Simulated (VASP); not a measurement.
Here is a VASP 6.6.1 calculation.

INCAR

```
SYSTEM = Sb
  ALGO = Normal
  EDIFF = 1E-7
  EDIFFG = -0.01
  ENCUT = 600
  GGA = PS
  IBRION = 2
  ISIF = 3
  ISMEAR = -1
  LASPH = .True.
  LCHARG = .False.
  LREAL = .False.
  LWAVE = .False.
  NELM = 60
  NSW = 60
  PREC = Accurate
  PSTRESS = 300.0
  SIGMA = 0.05
```

Contents of KPOINTS:

```
k-points
0
Gamma
  10 10 10
  0 0 0
```

POSCAR

```
Sb
1.0
    0.0000000000      2.3712425216      2.3712425216
    2.3712425216      0.0000000000      2.3712425216
    2.3712425216      2.3712425216      0.0000000000
Sb
1
Direct
    0.0000000000      0.0000000000      0.0000000000
```

Potentials or basis: VASP PAW PBE potentials, release 64 (Sb).

Launch:

```bash
$ cat potpaw_PBE.64/Sb/POTCAR > POTCAR
$ mpirun -np 1 vasp_std > vasp.out
```

Question: Predict the band gap on the k mesh.

Answer: Zero (an odd number of electrons rules out a gap without spin polarisation).

Question: What does it give for the relaxed volume?

Answer: 20.37 Å³/atom.

Step by step:
| step | energy change (eV) | largest force (eV/Å) | pressure (GPa) | volume (Å³) |
| --- | --- | --- | --- | --- |
| 1 | 0.0000 | 0.0000 | -1.24 | 26.67 |
| 2 | 8.8179 | 0.0000 | 422.39 | 11.21 |
| 3 | 0.2480 | 0.0000 | 20.88 | 21.44 |
| 4 | 0.3235 | 0.0000 | 25.08 | 20.91 |
| 5 | 0.4201 | 0.0000 | 30.19 | 20.35 |
| 6 | 0.3988 | 0.0000 | 29.09 | 20.46 |
| 7 | 0.4000 | 0.0000 | 29.15 | 20.46 |
| 8 | 0.4037 | 0.0000 | 29.34 | 20.44 |
| 9 | 0.4038 | 0.0000 | 29.34 | 20.44 |
| 10 | 0.4039 | 0.0000 | 29.35 | 20.44 |
| 11 | 0.4043 | 0.0000 | 29.36 | 20.43 |
| 12 | 0.4051 | 0.0000 | 29.40 | 20.43 |
| 13 | 0.4065 | 0.0000 | 29.48 | 20.42 |
| 14 | 0.4095 | 0.0000 | 29.64 | 20.41 |
| 15 | 0.4155 | 0.0000 | 29.94 | 20.37 |

Caveat: the cell is relaxed towards a set pressure, so the run minimises the enthalpy, not the energy; the volume moved by over 15 % at a fixed basis, so the end points are rough; the PAW data sets were made with another functional, which shifts forces and pressure a little; spin-orbit coupling is left out, which moves the levels of the heavy elements.
